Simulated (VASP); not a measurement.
The system is V.

```xyz
1
Lattice="-1.5144 1.5144 1.5144 1.5144 -1.5144 1.5144 1.5144 1.5144 -1.5144" Properties=species:S:1:pos:R:3 pbc="T T T"
V     0.0000    0.0000    0.0000
```

| Item | Value |
| --- | --- |
| Program | VASP 6.6.1 |
| Task | relaxation of cell and atoms |
| Functional | HSE06 |
| Potentials or basis | VASP PAW PBE potentials, release 64 (V_sv) |
| Cutoff | 600 eV |
| k mesh | 6 × 6 × 6 |
| Occupations | fermi-dirac, width 0.05 eV |
| Spin | collinear spin, ferromagnetic start |
| Starting moments | [2.0] μB |

At the start: pressure -7.1 GPa; volume 13.89 Å³/atom.

Question: Where does the relaxation end?

Answer: Over 3 steps the energy falls by 13.3 meV/atom and the volume is 13.33 Å³/atom (-4.0 %); space group Im-3m (No. 229, to 0.1 Å) before and after; moment 0.78 μB per cell.

The path:
| step | energy change (eV) | largest force (eV/Å) | pressure (GPa) | volume (Å³) |
| --- | --- | --- | --- | --- |
| 1 | 0.0000 | 0.0000 | -7.12 | 13.89 |
| 2 | 0.0072 | 0.0000 | 10.68 | 12.69 |
| 3 | -0.0133 | 0.0000 | -0.10 | 13.33 |

Final structure:
```yaml
crystal:
  lattice:
    - [-1.49376, 1.49376, 1.49376]
    - [1.49376, -1.49376, 1.49376]
    - [1.49376, 1.49376, -1.49376]
  atoms:
    - { symbol: V, position: [0.00000, 0.00000, 0.00000] }
```

Caveat: the k points lie up to 0.50 Å⁻¹ apart in the final cell; the PAW data sets were made with another functional, which shifts forces and pressure a little.
